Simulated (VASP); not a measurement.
# PbS (Pm-3m) in VASP: a series of runs, part 2 of 2

VASP 6.6.1. The steps go on from the part before.

### Step 3. Single point, PBE

This run uses another cell than the first one, of 24.02 Å³/atom, 0.943 times its volume.

INCAR reads:

```
SYSTEM = PbS
PREC = Accurate
ENCUT = 520
EDIFF = 1E-6
ISMEAR = -1
SIGMA = 0.02
LREAL = .FALSE.
LASPH = .TRUE.
NELM = 100
ALGO = Normal
ISIF = 2
LWAVE = .FALSE.
LCHARG = .FALSE.
GGA = PE
NBANDS = 17
```

KPOINTS reads:

```
Automatic mesh
0
G
  8 8 8
  0 0 0
```

POSCAR reads:

```
PbS
1.0
    3.6351320144      0.0000000000      0.0000000000
    0.0000000000      3.6351320144      0.0000000000
    0.0000000000      0.0000000000      3.6351320144
Pb S
1 1
Direct
    0.0000000000      0.0000000000      0.0000000000
    0.5000000000      0.5000000000      0.5000000000
```

Potentials or basis: VASP PAW PBE potentials, release 64 (Pb_d, S).

The run is started by

```bash
$ cat potpaw_PBE.64/Pb_d/POTCAR potpaw_PBE.64/S/POTCAR > POTCAR
$ mpirun -np 1 vasp_std > vasp.out
```

OUTCAR:

```text
SYSTEM = PbS
   PREC = Accurate
   ENCUT = 520
   EDIFF = 1E-6
   ISMEAR = -1
   LREAL = .FALSE.
   LASPH = .TRUE.
   NELM = 100
   ISIF = 2
   GGA = PE

 ion  position               nearest neighbor table
   1  0.000  0.000  0.000-   2 3.15   2 3.15   2 3.15   2 3.15   2 3.15   2 3.15   2 3.15   2 3.15

   2  0.500  0.500  0.500-   1 3.15   1 3.15   1 3.15   1 3.15   1 3.15   1 3.15   1 3.15   1 3.15

  LATTYP: Found a simple cubic cell.
 ALAT       =     3.6351320144

  Lattice vectors:

 A1 = (   3.6351320144,   0.0000000000,   0.0000000000)
 A2 = (   0.0000000000,   3.6351320144,   0.0000000000)
 A3 = (   0.0000000000,   0.0000000000,   3.6351320144)

Analysis of symmetry for initial positions (statically):
=====================================================================
 Subroutine PRICEL returns:
 Original cell was already a primitive cell.

 Routine SETGRP: Setting up the symmetry group for a
 simple cubic supercell.

 Subroutine GETGRP returns: Found 48 space group operations
 (whereof 48 operations were pure point group operations)
 out of a pool of 48 trial point group operations.

The static configuration has the point symmetry O_h .

Analysis of symmetry for dynamics (positions and initial velocities):
=====================================================================
 Subroutine PRICEL returns:
 Original cell was already a primitive cell.

 Routine SETGRP: Setting up the symmetry group for a
 simple cubic supercell.

 Subroutine GETGRP returns: Found 48 space group operations
 (whereof 48 operations were pure point group operations)
 out of a pool of 48 trial point group operations.

The dynamic configuration has the point symmetry O_h .

 Subroutine INISYM returns: Found 48 space group operations
 (whereof 48 operations are pure point group operations),
 and found     1 'primitive' translations

----------------------------------------------------------------------------------------

                                     Primitive cell

  volume of cell :      48.0353

  direct lattice vectors                    reciprocal lattice vectors
     3.635132014  0.000000000  0.000000000     0.275093173  0.000000000  0.000000000
     0.000000000  3.635132014  0.000000000     0.000000000  0.275093173  0.000000000
     0.000000000  0.000000000  3.635132014     0.000000000  0.000000000  0.275093173

  length of vectors
     3.635132014  3.635132014  3.635132014     0.275093173  0.275093173  0.275093173

  position of ions in fractional coordinates (direct lattice)
     0.000000000  0.000000000  0.000000000
     0.500000000  0.500000000  0.500000000

  ion indices of the primitive-cell ions
   primitive index   ion index
                 1           1
                 2           2

----------------------------------------------------------------------------------------

 KPOINTS: Automatic mesh

Automatic generation of k-mesh.
 Grid dimensions read from file:
 generate k-points for:    8    8    8

 Generating k-lattice:

  Cartesian coordinates                     Fractional coordinates (reciprocal lattice)
     0.034386647  0.000000000  0.000000000     0.125000000  0.000000000  0.000000000
     0.000000000  0.034386647  0.000000000     0.000000000  0.125000000  0.000000000
     0.000000000  0.000000000  0.034386647     0.000000000  0.000000000  0.125000000

  Length of vectors
     0.034386647  0.034386647  0.034386647

  Shift w.r.t. Gamma in fractional coordinates (k-lattice)
     0.000000000  0.000000000  0.000000000

 Subroutine IBZKPT returns following result:
 ===========================================

 Found     35 irreducible k-points:

 Following reciprocal coordinates:
            Coordinates               Weight
  0.000000  0.000000  0.000000      1.000000
  0.125000  0.000000  0.000000      6.000000
  0.250000  0.000000  0.000000      6.000000
  0.375000  0.000000  0.000000      6.000000
  0.500000  0.000000  0.000000      3.000000
  0.125000  0.125000  0.000000     12.000000
[... 16 lines left out ...]
  0.375000  0.375000  0.125000     24.000000
  0.500000  0.375000  0.125000     24.000000
 [... further k-points ...]
   k-points           NKPTS =     35   k-points in BZ     NKDIM =     35   number of bands    NBANDS=     17
   number of dos      NEDOS =    301   number of ions     NIONS =      2
   total plane-waves  NPLWV =  21952
   dimension x,y,z NGX =    28 NGY =   28 NGZ =   28
   dimension x,y,z NGXF=    56 NGYF=   56 NGZF=   56
   ions per type =               1   1
   NGX,Y,Z   is equivalent  to a cutoff of  12.81, 12.81, 12.81 a.u.
   NGXF,Y,Z  is equivalent  to a cutoff of  25.61, 25.61, 25.61 a.u.
 SYSTEM =  PbS
   PREC   = accura    normal or accurate (medium, high low for compatibility)
   ISTART =      0    job   : 0-new  1-cont  2-samecut
   ICHARG =      2    charge: 1-file 2-atom 10-const
   ISPIN  =      1    spin polarized calculation?
   LNONCOLLINEAR =      F non collinear calculations
   LSORBIT =      F    spin-orbit coupling
   LASPH  =      T    aspherical Exc in radial PAW
   ENCUT  =  520.0 eV  38.22 Ry    6.18 a.u.   6.76  6.76  6.76*2*pi/ulx,y,z
   NELM   =    100;   NELMIN=  2; NELMDL= -5     # of ELM steps
   EDIFF  = 0.1E-05   stopping-criterion for ELM
   LREAL  =      F    real-space projection
   EDIFFG = 0.1E-04   stopping-criterion for IOM
   NSW    =      0    number of steps for IOM
   IBRION =     -1    ionic relax: 0-MD 1-quasi-New 2-CG
   NFREE  =      0    steps in history (QN), initial steepest desc. (CG)
   ISIF   =      2    stress and relaxation
   ISYM   =      2    0-nonsym 1-usesym 2-fastsym
   POTIM  = 0.5000    time-step for ionic-motion
   TEBEG  =    0.0;   TEEND  =   0.0 temperature during run
   PSTRESS=    0.0 pullay stress
   NELECT =      20.0000    total number of electrons
   NUPDOWN=      -1.0000    fix difference up-down
   EMIN   =  10.00;   EMAX   =-10.00  energy-range for DOS
   EFERMI =   0.00;   METHOD = LEGACY
   ISMEAR =    -1;   SIGMA  =   0.02  broadening in eV -4-tet -1-fermi 0-gaus
   EFERMI_NEDOS =   21; number of points for ismear=-14 and -15
   IALGO  =     38    algorithm
   IMIX   =      4    mixing-type and parameters
     AMIX     =   0.40;   BMIX     =  1.00
     AMIX_MAG =   1.60;   BMIX_MAG =  1.00
  volume/ion in A,a.u.               =      24.02       162.08
  Fermi-wavevector in a.u.,A,eV,Ry     =   1.222451  2.310097 20.332348  1.494385
  Thomas-Fermi vector in A             =   2.357597
   LORBIT       =      0    0 simple, 1 ext, 2 COOP (PROOUT), +10 PAW based schemes
   GGA     = PE    functional components
   LHFCALC =     F    Hartree Fock is set to
   AEXX    =    0.0000 exact exchange contribution
   IVDW    =     0    specifies the selected vdW correction
   LEPSILON=     F    determine dielectric tensor
   LRPA    =     F    only Hartree local field effects (RPA)
 non-spin polarized calculation
  energy-cutoff  :      520.00
  volume of cell :       48.04
 maximum number of plane-waves:      1328
 NGX is ok and might be reduce to    28
   NGX = 13   NGY = 13   NGZ = 13

 number of electron      19.9999994 magnetization

 Free energy of the ion-electron system (eV)
  ---------------------------------------------------
  ext. energy  EPLUGINS =         0.00000000
  ---------------------------------------------------
  free energy    TOTEN  =        -8.25491291 eV

  energy without entropy =       -8.25299807  energy(sigma->0) =       -8.25395549

 E-fermi :   6.2364     XC(G=0): -10.2456

 val. band max:        6.2347640765   @ k =   0.2500   0.1250   0.1250
 cond. band min:       6.5061302897   @ k =   0.5000   0.5000   0.3750
 fundamental gap:      0.2713662131
 Fermi energy:         6.2363679358

 k-point     1 :       0.0000    0.0000    0.0000
  band No.  band energies     occupation
      1     -10.6134      2.00000
      2     -10.6134      2.00000
      3     -10.3931      2.00000
      4     -10.3931      2.00000
      5     -10.3931      2.00000
      6      -6.9604      2.00000
[... 9 lines left out ...]
     16      19.1051      0.00000
     17      19.1062      0.00000
[... 441 lines left out ...]
 k-point    24 :       0.5000    0.3750    0.1250
  band No.  band energies     occupation
      1     -10.5563      2.00000
      2     -10.5039      2.00000
      3     -10.4574      2.00000
      4     -10.4464      2.00000
      5     -10.3611      2.00000
      6      -4.9355      2.00000
[... 9 lines left out ...]
     16      16.6752      0.00000
     17      18.7497      0.00000

 [... further k-points ...]

------------------------ aborting loop because EDIFF is reached ----------------------------------------

  FORCE on cell =-STRESS in cart. coord.  units (eV):
  Direction    XX          YY          ZZ          XY          YZ          ZX
  --------------------------------------------------------------------------------------
  -------------------------------------------------------------------------------------
  Total        0.1890610      0.1890610      0.1890610     -0.0000000      0.0000000      0.0000000
  in kB        6.3059718      6.3059718      6.3059718     -0.0000000      0.0000000      0.0000000
  external PRESSURE =       6.3059718 kB  Pullay stress =       0.0000000 kB

 VOLUME and BASIS-vectors are now :
 -----------------------------------------------------------------------------
  energy-cutoff  :      520.00
  volume of cell :       48.04
      direct lattice vectors                 reciprocal lattice vectors
     3.635132014  0.000000000  0.000000000     0.275093173  0.000000000  0.000000000
     0.000000000  3.635132014  0.000000000     0.000000000  0.275093173  0.000000000
     0.000000000  0.000000000  3.635132014     0.000000000  0.000000000  0.275093173

 POSITION                                       TOTAL-FORCE (eV/Angst)
 -----------------------------------------------------------------------------------
      0.00000      0.00000      0.00000         0.000000      0.000000      0.000000
      1.81757      1.81757      1.81757         0.000000      0.000000      0.000000
 -----------------------------------------------------------------------------------
    total drift:                               -0.000000      0.000000      0.000000

  FREE ENERGIE OF THE ION-ELECTRON SYSTEM (eV)
  ---------------------------------------------------
  free  energy   TOTEN  =        -8.2549129133 eV

  energy  without entropy=       -8.2529980679  energy(sigma->0) =       -8.25395549
```

OSZICAR:

```text
N       E                     dE             d eps       ncg     rms          rms(c)
DAV:   1     0.157913601446E+03    0.15791E+03   -0.97749E+03  1190   0.126E+03
DAV:   2     0.274000438741E+01   -0.15517E+03   -0.15007E+03  1263   0.316E+02
DAV:   3    -0.865169176974E+01   -0.11392E+02   -0.11172E+02  1591   0.898E+01
DAV:   4    -0.890623775165E+01   -0.25455E+00   -0.25423E+00  1522   0.145E+01
DAV:   5    -0.891482024456E+01   -0.85825E-02   -0.85818E-02  1669   0.258E+00    0.441E+00
DAV:   6    -0.826334157729E+01    0.65148E+00   -0.16905E+00  1865   0.919E+00    0.317E+00
DAV:   7    -0.825910697107E+01    0.42346E-02   -0.15563E-01  1406   0.199E+00    0.188E+00
DAV:   8    -0.826322483219E+01   -0.41179E-02   -0.61992E-02  1550   0.186E+00    0.463E-01
DAV:   9    -0.825579286253E+01    0.74320E-02   -0.44838E-02  1787   0.129E+00    0.215E-01
DAV:  10    -0.825509010860E+01    0.70275E-03   -0.68227E-03  1753   0.499E-01    0.920E-02
DAV:  11    -0.825490730648E+01    0.18280E-03   -0.84536E-04  1593   0.192E-01    0.306E-02
DAV:  12    -0.825491234257E+01   -0.50361E-05   -0.63983E-05  1359   0.501E-02    0.733E-03
DAV:  13    -0.825491291330E+01   -0.57073E-06   -0.19397E-06  1152   0.146E-02
   1 F= -.82549129E+01 E0= -.82539555E+01  d E =-.191485E-02
```

Run time: 40 s. Hardware: 1 thread of Intel Xeon 8259CL, shared host; peak memory 0.17 GiB.

What came out:

```yaml
Free_energy: -8.2549 eV
Pressure: 0.6 GPa
Band_gap_on_the_k_mesh: zero (band 10 reaches 6.23 eV, above the bottom of band 11 at 5.79 eV)
```

Caveat: spin-orbit coupling is left out, which moves the levels of the heavy elements.

### Step 4. Single point, r2SCAN

This run uses another cell than the first one, of 24.02 Å³/atom, 0.943 times its volume.

POSCAR is that of step 3.

INCAR.step1 reads:

```
PREC = Accurate
ENCUT = 520
ISMEAR = -1
SIGMA = 0.02
LREAL = F
LASPH = T
NELM = 60
NBANDS = 17
GGA = PE
ALGO = Normal
EDIFF = 1E-4
LWAVE = T
LCHARG = F
```

INCAR.step2 reads:

```
PREC = Accurate
ENCUT = 520
EDIFF = 1E-6
ISMEAR = -1
SIGMA = 0.02
LREAL = F
LASPH = T
NELM = 60
ALGO = Normal
ISIF = 2
LWAVE = F
LCHARG = F
METAGGA = R2SCAN
LMIXTAU = T
NBANDS = 17
ISTART = 1
```

KPOINTS reads:

```
Automatic mesh
0
Gamma
  8 8 8
```

Potentials or basis: VASP PAW PBE potentials, release 64 (Pb_d, S).

The run is started by

```bash
$ cat potpaw_PBE.64/Pb_d/POTCAR potpaw_PBE.64/S/POTCAR > POTCAR
$ cp INCAR.step1 INCAR
$ mpirun -np 1 vasp_std > vasp.out
$ cp INCAR.step2 INCAR
$ mpirun -np 1 vasp_std > vasp.out
```

OUTCAR:

```text
PREC = Accurate
   ENCUT = 520
   EDIFF = 1E-6
   ISMEAR = -1
   LREAL = F
   LASPH = T
   NELM = 60
   ISIF = 2
   METAGGA = R2SCAN
   ISTART = 1

 ion  position               nearest neighbor table
   1  0.000  0.000  0.000-   2 3.15   2 3.15   2 3.15   2 3.15   2 3.15   2 3.15   2 3.15   2 3.15

   2  0.500  0.500  0.500-   1 3.15   1 3.15   1 3.15   1 3.15   1 3.15   1 3.15   1 3.15   1 3.15

  LATTYP: Found a simple cubic cell.
 ALAT       =     3.6351320144

  Lattice vectors:

 A1 = (   3.6351320144,   0.0000000000,   0.0000000000)
 A2 = (   0.0000000000,   3.6351320144,   0.0000000000)
 A3 = (   0.0000000000,   0.0000000000,   3.6351320144)

Analysis of symmetry for initial positions (statically):
=====================================================================
 Subroutine PRICEL returns:
 Original cell was already a primitive cell.

 Routine SETGRP: Setting up the symmetry group for a
 simple cubic supercell.

 Subroutine GETGRP returns: Found 48 space group operations
 (whereof 48 operations were pure point group operations)
 out of a pool of 48 trial point group operations.

The static configuration has the point symmetry O_h .

Analysis of symmetry for dynamics (positions and initial velocities):
=====================================================================
 Subroutine PRICEL returns:
 Original cell was already a primitive cell.

 Routine SETGRP: Setting up the symmetry group for a
 simple cubic supercell.

 Subroutine GETGRP returns: Found 48 space group operations
 (whereof 48 operations were pure point group operations)
 out of a pool of 48 trial point group operations.

The dynamic configuration has the point symmetry O_h .

 Subroutine INISYM returns: Found 48 space group operations
 (whereof 48 operations are pure point group operations),
 and found     1 'primitive' translations

----------------------------------------------------------------------------------------
[... 105 lines left out ...]
   NUPDOWN=      -1.0000    fix difference up-down
   EMIN   =  10.00;   EMAX   =-10.00  energy-range for DOS
   EFERMI =   0.00;   METHOD = LEGACY
   ISMEAR =    -1;   SIGMA  =   0.02  broadening in eV -4-tet -1-fermi 0-gaus
   EFERMI_NEDOS =   21; number of points for ismear=-14 and -15
   IALGO  =     38    algorithm
   IMIX   =      4    mixing-type and parameters
     AMIX     =   0.40;   BMIX     =  1.00
     AMIX_MAG =   1.60;   BMIX_MAG =  1.00
  volume/ion in A,a.u.               =      24.02       162.08
  Fermi-wavevector in a.u.,A,eV,Ry     =   1.222451  2.310097 20.332348  1.494385
  Thomas-Fermi vector in A             =   2.357597
   LORBIT       =      0    0 simple, 1 ext, 2 COOP (PROOUT), +10 PAW based schemes
   METAGGA = R2SCAN    functional components
   LHFCALC =     F    Hartree Fock is set to
   AEXX    =    0.0000 exact exchange contribution
   IVDW    =     0    specifies the selected vdW correction
   LEPSILON=     F    determine dielectric tensor
   LRPA    =     F    only Hartree local field effects (RPA)
 non-spin polarized calculation
  energy-cutoff  :      520.00
  volume of cell :       48.04
 maximum number of plane-waves:      1328
 NGX is ok and might be reduce to    28
   NGX = 13   NGY = 13   NGZ = 13

 number of electron      19.9999994 magnetization

 Free energy of the ion-electron system (eV)
  ---------------------------------------------------
  ext. energy  EPLUGINS =         0.00000000
  ---------------------------------------------------
  free energy    TOTEN  =       -65.08141173 eV

  energy without entropy =      -65.08068128  energy(sigma->0) =      -65.08104651

 E-fermi :   6.1462     XC(G=0): -10.7830

 val. band max:        6.1065224831   @ k =   0.2500   0.1250   0.1250
 cond. band min:       6.2970358184   @ k =   0.5000   0.3750   0.3750
 fundamental gap:      0.1905133354
 Fermi energy:         6.1461554870

 k-point     1 :       0.0000    0.0000    0.0000
  band No.  band energies     occupation
      1     -11.4291      2.00000
      2     -11.4291      2.00000
      3     -11.2055      2.00000
      4     -11.2055      2.00000
      5     -11.2055      2.00000
      6      -7.6121      2.00000
[... 457 lines left out ...]
      4     -11.2585      2.00000
      5     -11.1779      2.00000
      6      -5.5407      2.00000
[... 9 lines left out ...]
     16      17.1691      0.00000
     17      19.2718      0.00000

 [... further k-points ...]
[... 5 lines left out ...]
  --------------------------------------------------------------------------------------
  -------------------------------------------------------------------------------------
  Total        0.0399962      0.0399962      0.0399962      0.0000000      0.0000000      0.0000000
  in kB        1.3340395      1.3340395      1.3340395      0.0000000      0.0000000      0.0000000
  external PRESSURE =       1.3340395 kB  Pullay stress =       0.0000000 kB

 VOLUME and BASIS-vectors are now :
 -----------------------------------------------------------------------------
  energy-cutoff  :      520.00
  volume of cell :       48.04
      direct lattice vectors                 reciprocal lattice vectors
     3.635132014  0.000000000  0.000000000     0.275093173  0.000000000  0.000000000
     0.000000000  3.635132014  0.000000000     0.000000000  0.275093173  0.000000000
     0.000000000  0.000000000  3.635132014     0.000000000  0.000000000  0.275093173

 POSITION                                       TOTAL-FORCE (eV/Angst)
 -----------------------------------------------------------------------------------
      0.00000      0.00000      0.00000         0.000000      0.000000      0.000000
      1.81757      1.81757      1.81757         0.000000      0.000000      0.000000
 -----------------------------------------------------------------------------------
    total drift:                               -0.000000      0.000000      0.000000

  FREE ENERGIE OF THE ION-ELECTRON SYSTEM (eV)
  ---------------------------------------------------
  free  energy   TOTEN  =       -65.0814117317 eV

  energy  without entropy=      -65.0806812793  energy(sigma->0) =      -65.08104651
```

OUTCAR.step1:

```text
PREC = Accurate
   ENCUT = 520
   ISMEAR = -1
   LREAL = F
   LASPH = T
   NELM = 60
[... 700 lines left out ...]
 -----------------------------------------------------------------------------------
      0.00000      0.00000      0.00000         0.000000      0.000000      0.000000
      1.81757      1.81757      1.81757         0.000000      0.000000      0.000000
 -----------------------------------------------------------------------------------
    total drift:                               -0.000000      0.000000      0.000000

  FREE ENERGIE OF THE ION-ELECTRON SYSTEM (eV)
  ---------------------------------------------------
  free  energy   TOTEN  =        -8.2549119078 eV

  energy  without entropy=       -8.2530026570  energy(sigma->0) =       -8.25395728
```

Run time: 2.4 min. Hardware: 1 thread of Intel Xeon 8259CL, shared host; peak memory 0.18 GiB.

What came out:

| Quantity | Value |
| --- | --- |
| Free energy | -65.0814 eV |
| Pressure | 0.1 GPa |
| Band gap on the k mesh | zero (band 10 reaches 6.11 eV, above the bottom of band 11 at 5.86 eV) |

Caveat: the PAW data sets were made with another functional, which shifts forces and pressure a little; spin-orbit coupling is left out, which moves the levels of the heavy elements.

### Step 5. Summary

```csv
level,cell,k mesh,gap on the mesh (eV),pressure (GPa)
r2SCAN,"a = 3.706 Å, 2 atoms",6 × 6 × 6,none,-3.3
PBE,"a = 3.635 Å, 2 atoms",8 × 8 × 8,none,0.6
r2SCAN,"a = 3.635 Å, 2 atoms",8 × 8 × 8,none,0.1
```

Alike in all rows: task single point; potentials or basis VASP PAW PBE potentials, release 64 (Pb_d, S); no spin polarisation; cutoff (eV) 520; smearing fermi-dirac 0.02 eV.

Caveats: spin-orbit coupling is left out, which moves the levels of the heavy elements; the PAW data sets were made with another functional, which shifts forces and pressure a little (some runs).

Absolute energies hang on the potentials; compare differences alone.
